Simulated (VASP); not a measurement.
# Be2C (Fm-3m) in VASP: a series of runs, part 2 of 3

VASP 6.6.1. Earlier steps stand in the parts before.

## (4) Relaxation of cell and atoms, LDA

This run uses another cell than the first one, of 6.76 Å³/atom.

The input, INCAR:

```
SYSTEM = Be2C
PREC = Accurate ; ENCUT = 600
EDIFF = 1E-7 ; ISMEAR = -1
SIGMA = 0.02 ; LREAL = .False.
LASPH = .True. ; NELM = 120
ALGO = Normal ; ISIF = 3
LWAVE = .False. ; LCHARG = .False.
IBRION = 2 ; NSW = 80
EDIFFG = -0.005 ; GGA_COMPAT = .False.
NELMIN = 4
```

The input, KPOINTS:

```
Automatic mesh
0
Gamma
  10 10 10
  0 0 0
```

The input, POSCAR:

```
Be2C
1.0
    0.0000000000      2.1641921607      2.1641921607
    2.1641921607      0.0000000000      2.1641921607
    2.1641921607      2.1641921607      0.0000000000
Be C
2 1
Direct
    0.7500000000      0.7500000000      0.7500000000
    0.2500000000      0.2500000000      0.2500000000
    0.0000000000      0.0000000000      0.0000000000
```

Potentials or basis: VASP PAW LDA potentials, release 64 (Be, C).

Launch:

```sh
$ cat potpaw_LDA.64/Be/POTCAR potpaw_LDA.64/C/POTCAR > POTCAR
$ mpirun -np 1 vasp_std > vasp.out
```

OUTCAR:

```text
SYSTEM = Be2C
   PREC = Accurate
   ENCUT = 600
   EDIFF = 1E-7
   ISMEAR = -1
   LREAL = .False.
   LASPH = .True.
   NELM = 120
   ISIF = 3
   IBRION = 2
   NSW = 80
   EDIFFG = -0.005
   NELMIN = 4

 ion  position               nearest neighbor table
   1  0.750  0.750  0.750-   3 1.87   3 1.87   3 1.87   3 1.87   2 2.16   2 2.16   2 2.16   2 2.16
                             2 2.16   2 2.16
   2  0.250  0.250  0.250-   3 1.87   3 1.87   3 1.87   3 1.87   1 2.16   1 2.16   1 2.16   1 2.16
                             1 2.16   1 2.16
   3  0.000  0.000  0.000-   1 1.87   1 1.87   1 1.87   1 1.87   2 1.87   2 1.87   2 1.87   2 1.87

  LATTYP: Found a face centered cubic cell.
 ALAT       =     4.3283843214

  Lattice vectors:

 A1 = (   0.0000000000,   2.1641921607,   2.1641921607)
 A2 = (   2.1641921607,   0.0000000000,   2.1641921607)
 A3 = (   2.1641921607,   2.1641921607,   0.0000000000)

Analysis of symmetry for initial positions (statically):
=====================================================================
 Subroutine PRICEL returns:
 Original cell was already a primitive cell.

 Routine SETGRP: Setting up the symmetry group for a
 face centered cubic supercell.

 Subroutine GETGRP returns: Found 48 space group operations
 (whereof 48 operations were pure point group operations)
 out of a pool of 48 trial point group operations.

The static configuration has the point symmetry O_h .

Analysis of symmetry for dynamics (positions and initial velocities):
=====================================================================
 Subroutine PRICEL returns:
 Original cell was already a primitive cell.

 Routine SETGRP: Setting up the symmetry group for a
 face centered cubic supercell.

 Subroutine GETGRP returns: Found 48 space group operations
 (whereof 48 operations were pure point group operations)
 out of a pool of 48 trial point group operations.

[... 127 lines left out ...]
   GGA     = CA    functional components
   LHFCALC =     F    Hartree Fock is set to
   AEXX    =    0.0000 exact exchange contribution
   IVDW    =     0    specifies the selected vdW correction
   LEPSILON=     F    determine dielectric tensor
   LRPA    =     F    only Hartree local field effects (RPA)
 conjugate gradient relaxation of ions
 non-spin polarized calculation
  energy-cutoff  :      600.00
  volume of cell :       20.27
 maximum number of plane-waves:       692
   NGX = 13   NGY = 13   NGZ = 13

--------------------------------------- Ionic step        1  -------------------------------------------

 number of electron       8.0000000 magnetization

 Free energy of the ion-electron system (eV)
  ---------------------------------------------------
  ext. energy  EPLUGINS =         0.00000000
  ---------------------------------------------------
  free energy    TOTEN  =       -19.41311891 eV

  energy without entropy =      -19.41311891  energy(sigma->0) =      -19.41311891

------------------------ aborting loop because EDIFF is reached ----------------------------------------

  FORCE on cell =-STRESS in cart. coord.  units (eV):
  Direction    XX          YY          ZZ          XY          YZ          ZX
  --------------------------------------------------------------------------------------
  -------------------------------------------------------------------------------------
  Total       -1.0134970     -1.0134970     -1.0134970      0.0000000      0.0000000     -0.0000000
  in kB      -80.0968754    -80.0968754    -80.0968754      0.0000000      0.0000000     -0.0000000
  external PRESSURE =     -80.0968754 kB  Pullay stress =       0.0000000 kB
[... 61 lines left out ...]
--------------------------------------- Ionic step        3  -------------------------------------------

 number of electron       7.9999999 magnetization

 Free energy of the ion-electron system (eV)
  ---------------------------------------------------
  ext. energy  EPLUGINS =         0.00000000
  ---------------------------------------------------
  free energy    TOTEN  =       -19.43349789 eV

  energy without entropy =      -19.43349789  energy(sigma->0) =      -19.43349789

 E-fermi :   8.3782     XC(G=0): -11.6831

 val. band max:        7.9237702092   @ k =   0.0000   0.0000   0.0000
 cond. band min:       9.1210589140   @ k =   0.5000   0.5000   0.0000
 fundamental gap:      1.1972887048
 Fermi energy:         8.3781853833

 k-point     1 :       0.0000    0.0000    0.0000
  band No.  band energies     occupation
      1      -7.2356      2.00000
      2       7.9238      2.00000
      3       7.9238      2.00000
      4       7.9238      2.00000
      5      12.0215      0.00000
      6      12.0215      0.00000
      7      12.0215      0.00000
      8      15.2465      0.00000
[... 243 lines left out ...]
 k-point    24 :       0.4000    0.3000    0.0000
  band No.  band energies     occupation
      1      -4.7130      2.00000
      2       2.3616      2.00000
      3       3.6411      2.00000
      4       3.7425      2.00000
      5      10.7121      0.00000
      6      13.9352      0.00000
      7      18.3661      0.00000
      8      18.5809      0.00000

 [... further k-points ...]
[... 5 lines left out ...]
  --------------------------------------------------------------------------------------
  -------------------------------------------------------------------------------------
  Total        0.0006707      0.0006707      0.0006707     -0.0000000      0.0000000     -0.0000000
  in kB        0.0551632      0.0551632      0.0551632     -0.0000000      0.0000000     -0.0000000
  external PRESSURE =       0.0551632 kB  Pullay stress =       0.0000000 kB
[... 18 lines left out ...]
  FREE ENERGIE OF THE ION-ELECTRON SYSTEM (eV)
  ---------------------------------------------------
  free  energy   TOTEN  =       -19.4334978853 eV

  energy  without entropy=      -19.4334978853  energy(sigma->0) =      -19.43349789

 reached required accuracy - stopping structural energy minimisation
```

OSZICAR:

```text
N       E                     dE             d eps       ncg     rms          rms(c)
DAV:   1     0.605544906064E+01    0.60554E+01   -0.47039E+03   752   0.106E+03
DAV:   2    -0.201510814377E+02   -0.26207E+02   -0.25087E+02  1104   0.124E+02
DAV:   3    -0.205976531030E+02   -0.44657E+00   -0.44657E+00   904   0.196E+01
DAV:   4    -0.205995832625E+02   -0.19302E-02   -0.19302E-02  1144   0.121E+00
[... 20 lines left out ...]
DAV:   2    -0.194335343527E+02    0.78253E-03   -0.32294E-03   760   0.369E-01    0.433E-02
DAV:   3    -0.194335042962E+02    0.30056E-04   -0.17447E-04   992   0.995E-02    0.134E-02
DAV:   4    -0.194334981795E+02    0.61167E-05   -0.47287E-06   856   0.168E-02    0.332E-03
DAV:   5    -0.194334978868E+02    0.29274E-06   -0.10001E-06   904   0.610E-03    0.115E-03
DAV:   6    -0.194334978853E+02    0.14927E-08   -0.13555E-08   440   0.134E-03
   3 F= -.19433498E+02 E0= -.19433498E+02  d E =-.203790E-01
```

Run time: 25 s. Hardware: 1 thread of Intel Xeon 8259CL, shared host; peak memory 0.13 GiB.

Results:

```
Free energy                           : -19.4335 eV
Relaxed volume                        : 6.49 Å³/atom
Relaxed cell                          : a = 3.020 Å, b = 3.020 Å, c = 3.020 Å, α = 60.00°, β = 60.00°, γ = 60.00°
Space group after relaxing (to 0.1 Å) : Fm-3m (No. 225)
Energy gained by relaxing             : 6.8 meV/atom
Ionic steps                           : 3
Pressure after relaxing               : 0.0 GPa
Band gap on the k mesh                : 1.20 eV (least direct gap 4.10 eV)
```

Step by step:
| step | energy change (eV) | largest force (eV/Å) | pressure (GPa) | volume (Å³) |
| --- | --- | --- | --- | --- |
| 1 | 0.0000 | 0.0000 | -8.01 | 20.27 |
| 2 | -0.0192 | 0.0000 | 2.09 | 19.30 |
| 3 | -0.0204 | 0.0000 | 0.01 | 19.48 |

Final structure:
```
CELL_PARAMETERS angstrom
0.00000 2.13564 2.13564
2.13564 0.00000 2.13564
2.13564 2.13564 0.00000
ATOMIC_POSITIONS crystal
Be 0.75000 0.75000 0.75000
Be 0.25000 0.25000 0.25000
C 0.00000 0.00000 0.00000
```

## (5) Relaxation of cell and atoms, r2SCAN

This run uses another cell than the first one, of 6.76 Å³/atom.

POSCAR is that of step 4.

The input, INCAR.step1:

```
SYSTEM = Be2C
PREC     = Accurate       ! precision mode
ENCUT    = 660            ! plane-wave cutoff, eV
ISMEAR   = -1             ! smearing method
SIGMA    = 0.02           ! smearing width, eV
LREAL    = .FALSE.        ! projectors in reciprocal space
LASPH    = .TRUE.         ! aspherical terms in the spheres
NELM     = 120            ! most SCF steps
GGA      = PE             ! functional
ALGO     = Normal         ! electronic algorithm
EDIFF    = 1E-5           ! SCF threshold, eV
LWAVE    = .TRUE.         ! write WAVECAR
LCHARG   = .FALSE.        ! write CHGCAR
GGA_COMPAT= .FALSE.      
IBRION   = 2              ! ionic algorithm
ISIF     = 3              ! what is computed and relaxed
EDIFFG   = -0.005         ! ionic threshold
NELMIN   = 4            
NSW      = 100            ! ionic steps
```

The input, INCAR.step2:

```
SYSTEM = Be2C
PREC     = Accurate       ! precision mode
ENCUT    = 660            ! plane-wave cutoff, eV
EDIFF    = 1E-7           ! SCF threshold, eV
ISMEAR   = -1             ! smearing method
SIGMA    = 0.02           ! smearing width, eV
LREAL    = .FALSE.        ! projectors in reciprocal space
LASPH    = .TRUE.         ! aspherical terms in the spheres
NELM     = 120            ! most SCF steps
ALGO     = Normal         ! electronic algorithm
ISIF     = 3              ! what is computed and relaxed
LWAVE    = .FALSE.        ! write WAVECAR
LCHARG   = .FALSE.        ! write CHGCAR
METAGGA  = R2SCAN         ! meta-GGA
LMIXTAU  = .TRUE.       
IBRION   = 2              ! ionic algorithm
NSW      = 80             ! ionic steps
EDIFFG   = -0.005         ! ionic threshold
ISTART   = 1            
GGA_COMPAT= .FALSE.      
NELMIN   = 4
```

The input, KPOINTS:

```
Automatic mesh
0
G
  10 10 10
  0 0 0
```

Potentials or basis: VASP PAW PBE potentials, release 64 (Be, C).

Launch:

```sh
$ cat potpaw_PBE.64/Be/POTCAR potpaw_PBE.64/C/POTCAR > POTCAR
$ cp INCAR.step1 INCAR
$ mpirun -np 1 vasp_std > vasp.out
$ cp INCAR.step2 INCAR
$ mpirun -np 1 vasp_std > vasp.out
```

It took 2.7 min on 1 thread of Intel Xeon 8259CL, shared host; peak memory 0.16 GiB.

Results (log left out):

```yaml
Free_energy: -19.4763 eV
Relaxed_volume: 6.75 Å³/atom
Relaxed_cell: a = 3.059 Å, b = 3.059 Å, c = 3.059 Å, α = 60.00°, β = 60.00°, γ = 60.00°
Space_group_after_relaxing_to_0.1_Å: Fm-3m (No. 225)
Energy_gained_by_relaxing: 0.0 meV/atom
Ionic_steps: 2
Pressure_after_relaxing: 0.1 GPa
Band_gap_on_the_k_mesh: 1.52 eV (least direct gap 4.62 eV)
```

Final structure:
```
Be C
1.0
     0.00000    2.16300    2.16300
     2.16300    0.00000    2.16300
     2.16300    2.16300    0.00000
Be C
2 1
Direct
  0.75000 0.75000 0.75000
  0.25000 0.25000 0.25000
  0.00000 0.00000 0.00000
```

Levels at points of the mesh, in eV from the valence-band top:
```tsv
k point	band 2	band 3	band 4	band 5	band 6	band 7
(0.00, 0.00, 0.00)	0.00	0.00	0.00	4.62	4.62	4.62
(0.50, 0.00, 0.00)	-9.09	-1.90	-1.90	5.54	5.54	7.58
(0.50, 0.50, 0.00)	-7.14	-4.92	-4.92	1.52	6.19	14.42
```

Caveat: the PAW data sets were made with another functional, which shifts forces and pressure a little. A k mesh can miss the band edges.

## (6) Single point, HSE06

This run uses another cell than the first one, of 6.65 Å³/atom.

The input, POSCAR:

```
Be2C
1.0
    0.0000000000      2.1529900175      2.1529900175
    2.1529900175      0.0000000000      2.1529900175
    2.1529900175      2.1529900175      0.0000000000
Be C
2 1
Direct
    0.7500000000      0.7500000000      0.7500000000
    0.2500000000      0.2500000000      0.2500000000
    0.0000000000      0.0000000000      0.0000000000
```

The input, INCAR.step1:

```
ALGO = Normal
EDIFF = 1E-5
ENCUT = 520
GGA = PE
GGA_COMPAT = F
ISIF = 2
ISMEAR = -1
LASPH = T
LCHARG = F
LREAL = F
LWAVE = T
NBANDS = 11
NELM = 120
PREC = Accurate
SIGMA = 0.02
```

The input, INCAR.step2:

```
ALGO = Normal
EDIFF = 1E-6
ENCUT = 520
GGA = PE
GGA_COMPAT = F
HFSCREEN = 0.2079
ISIF = 2
ISMEAR = -1
ISTART = 1
LASPH = T
LCHARG = F
LHFCALC = T
LREAL = F
LWAVE = F
NBANDS = 11
NELM = 120
PREC = Accurate
PRECFOCK = Normal
SIGMA = 0.02
```

The input, KPOINTS:

```
k-points
0
Gamma
  6 6 6
```

Potentials or basis: VASP PAW PBE potentials, release 64 (Be, C).

Launch:

```sh
$ cat potpaw_PBE.64/Be/POTCAR potpaw_PBE.64/C/POTCAR > POTCAR
$ cp INCAR.step1 INCAR
$ mpirun -np 1 vasp_std > vasp.out
$ cp INCAR.step2 INCAR
$ mpirun -np 1 vasp_std > vasp.out
```

OUTCAR:

```text
EDIFF = 1E-6
   ENCUT = 520
   GGA = PE
   HFSCREEN = 0.2079
   ISIF = 2
   ISMEAR = -1
   ISTART = 1
   LASPH = T
   LHFCALC = T
   LREAL = F
   NELM = 120
   PREC = Accurate
   PRECFOCK = Normal

 ion  position               nearest neighbor table
   1  0.750  0.750  0.750-   3 1.86   3 1.86   3 1.86   3 1.86   2 2.15   2 2.15   2 2.15   2 2.15
                             2 2.15   2 2.15
   2  0.250  0.250  0.250-   3 1.86   3 1.86   3 1.86   3 1.86   1 2.15   1 2.15   1 2.15   1 2.15
                             1 2.15   1 2.15
[... 418 lines left out ...]

  FORCE on cell =-STRESS in cart. coord.  units (eV):
  Direction    XX          YY          ZZ          XY          YZ          ZX
  --------------------------------------------------------------------------------------
  -------------------------------------------------------------------------------------
  Total        0.0337721      0.0337721      0.0337721      0.0000000      0.0000000      0.0000000
  in kB        2.7108912      2.7108912      2.7108912      0.0000000      0.0000000      0.0000000
  external PRESSURE =       2.7108912 kB  Pullay stress =       0.0000000 kB

 VOLUME and BASIS-vectors are now :
 -----------------------------------------------------------------------------
  energy-cutoff  :      520.00
  volume of cell :       19.96
      direct lattice vectors                 reciprocal lattice vectors
     0.000000000  2.152990018  2.152990018    -0.232235169  0.232235169  0.232235169
     2.152990018  0.000000000  2.152990018     0.232235169 -0.232235169  0.232235169
     2.152990018  2.152990018  0.000000000     0.232235169  0.232235169 -0.232235169

 POSITION                                       TOTAL-FORCE (eV/Angst)
 -----------------------------------------------------------------------------------
      3.22949      3.22949      3.22949        -0.000000     -0.000000     -0.000000
      1.07650      1.07650      1.07650         0.000000      0.000000      0.000000
      0.00000      0.00000      0.00000         0.000000      0.000000      0.000000
 -----------------------------------------------------------------------------------
    total drift:                                0.000000      0.000000      0.000000

  FREE ENERGIE OF THE ION-ELECTRON SYSTEM (eV)
  ---------------------------------------------------
  free  energy   TOTEN  =       -19.0752612878 eV

  energy  without entropy=      -19.0752612878  energy(sigma->0) =      -19.07526129
```

OSZICAR.step1:

```text
N       E                     dE             d eps       ncg     rms          rms(c)
DAV:   1     0.436267235757E+01    0.43627E+01   -0.40608E+03   352   0.668E+02
DAV:   2    -0.177724637414E+02   -0.22135E+02   -0.20289E+02   476   0.120E+02
DAV:   3    -0.185683378473E+02   -0.79587E+00   -0.78845E+00   460   0.179E+01
DAV:   4    -0.185733242880E+02   -0.49864E-02   -0.49855E-02   400   0.139E+00
DAV:   5    -0.185733481742E+02   -0.23886E-04   -0.23886E-04   465   0.952E-02    0.540E+00
DAV:   6    -0.175109117669E+02    0.10624E+01   -0.30418E+00   361   0.837E+00    0.215E+00
DAV:   7    -0.174552320927E+02    0.55680E-01   -0.19764E-01   423   0.303E+00    0.129E+00
DAV:   8    -0.174460657823E+02    0.91663E-02   -0.11681E-02   379   0.119E+00    0.222E-01
DAV:   9    -0.174458449326E+02    0.22085E-03   -0.32206E-04   426   0.112E-01    0.121E-01
DAV:  10    -0.174458481408E+02   -0.32083E-05   -0.15933E-04   388   0.845E-02    0.117E-02
DAV:  11    -0.174458476607E+02    0.48015E-06   -0.19579E-05   343   0.230E-02
   1 F= -.17445848E+02 E0= -.17445848E+02  d E =-.609425E-12
```

Run time: 13 min. Hardware: 1 thread of Intel Xeon 8259CL, shared host; peak memory 0.24 GiB.

What came out:

- Free energy: -19.0753 eV
- Pressure: 0.3 GPa
- Band gap on the k mesh: 1.91 eV (least direct gap 5.15 eV)

Levels at points of the mesh, in eV from the valence-band top:
| k point | band 1 | band 2 | band 3 | band 4 | band 5 | band 6 | band 7 | band 8 | band 9 |
| --- | --- | --- | --- | --- | --- | --- | --- | --- | --- |
| (0.00, 0.00, 0.00) | -16.83 | 0.00 | 0.00 | 0.00 | 5.15 | 5.15 | 5.15 | 8.19 | 14.77 |
| (0.50, 0.00, 0.00) | -13.65 | -9.74 | -2.04 | -2.04 | 6.05 | 6.05 | 8.41 | 11.31 | 16.44 |
| (0.50, 0.50, 0.00) | -12.79 | -7.62 | -5.27 | -5.27 | 1.91 | 6.86 | 15.23 | 15.23 | 17.53 |

Caveat: the k points lie up to 0.42 Å⁻¹ apart; the PAW data sets were made with another functional, which shifts forces and pressure a little. A k mesh can miss the band edges.

[end of part 2 of 3]
